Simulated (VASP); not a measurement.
Crystal: Hf2Si.

```
Hf Si
1.0
    -3.27535    3.27535    2.58282
     3.27535   -3.27535    2.58282
     3.27535    3.27535   -2.58282
Hf Si
4 2
Direct
  0.84351 0.65649 0.50000
  0.34351 0.84351 0.18703
  0.15649 0.34351 0.50000
  0.65649 0.15649 0.81297
  0.75000 0.75000 0.00000
  0.25000 0.25000 0.00000
```

Base run:

- Program: VASP 6.6.1
- Functional: PBEsol
- Potentials or basis: VASP PAW PBE potentials, release 64 (Hf_pv, Si)
- Cutoff: 520 eV
- k mesh: 10 × 10 × 10
- Occupations: fermi-dirac, width 0.5 eV
- Spin: no spin polarisation

Its results: band gap on the k mesh zero (bands 24 and 25 overlap by 0.80 eV); pressure -0.7 GPa; largest force 0.435 eV/Å.

Task: The run is repeated on the same cell with these changes: occupations from fermi-dirac, width 0.5 eV to gaussian, width 0.1 eV. What comes out?

Result: Band gap on the k mesh zero (bands 24 and 25 overlap by 0.79 eV); pressure -2.6 GPa; largest force 0.035 eV/Å.

Caveats: the PAW data sets were made with another functional, which shifts forces and pressure a little; spin-orbit coupling is left out, which moves the levels of the heavy elements; so wide a smearing shifts energies and pressures (at least some runs).
